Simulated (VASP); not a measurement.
Wanted: the native input for a VASP 6.6.1 run.

* Task: single point
* Functional: PBEsol
* Potentials or basis: VASP PAW PBE potentials, release 64 (Sb)
* Cutoff: 520 eV
* k mesh: 12 × 12 × 12
* Occupations: gaussian, width 0.1 eV
* Spin: no spin polarisation
* Dipole correction: no
* Further INCAR settings: ALGO = Normal; EDIFF = 1e-06; NBANDS = 18

The structure of Sb lies in POSCAR:

```
Sb
1.0
   -4.0090002623      4.0090002623      2.0182810798
    4.0090002623     -4.0090002623      2.0182810798
    4.0090002623      4.0090002623     -2.0182810798
Sb
4
Direct
    0.3493719148      0.1506280852      0.5000000000
    0.8493719148      0.3493719148      0.1987438297
    0.6506280852      0.8493719148      0.5000000000
    0.1506280852      0.6506280852      0.8012561703
```

The input as run:

INCAR

```
  PREC = Accurate
  ENCUT = 520
  EDIFF = 1E-6
  ISMEAR = 0
  SIGMA = 0.1
  LREAL = F
  LASPH = T
  NELM = 60
  ALGO = Normal
  ISIF = 2
  LWAVE = F
  LCHARG = T
  GGA = PS
  LELF = T
  LVHAR = T
  NBANDS = 18
```

KPOINTS

```
regular mesh
0
Gamma
  12 12 12
```

Potentials or basis: VASP PAW PBE potentials, release 64 (Sb).

The run is started by

```console
$ cat potpaw_PBE.64/Sb/POTCAR > POTCAR
$ mpirun -np 1 vasp_std > vasp.out
```

Results of the run:

The pressure is 0.1 GPa. The largest force is 0.012 eV/Å and the band gap on the k mesh is zero (band 10 reaches 6.97 eV, above the bottom of band 11 at 5.19 eV).

Caveat: the PAW data sets were made with another functional, which shifts forces and pressure a little; spin-orbit coupling is left out, which moves the levels of the heavy elements.

Run time: 2.5 min on 1 thread of Intel(R) Xeon(R) 6975P-C (Granite Rapids), with other jobs on the host, peak memory 0.5 GiB.
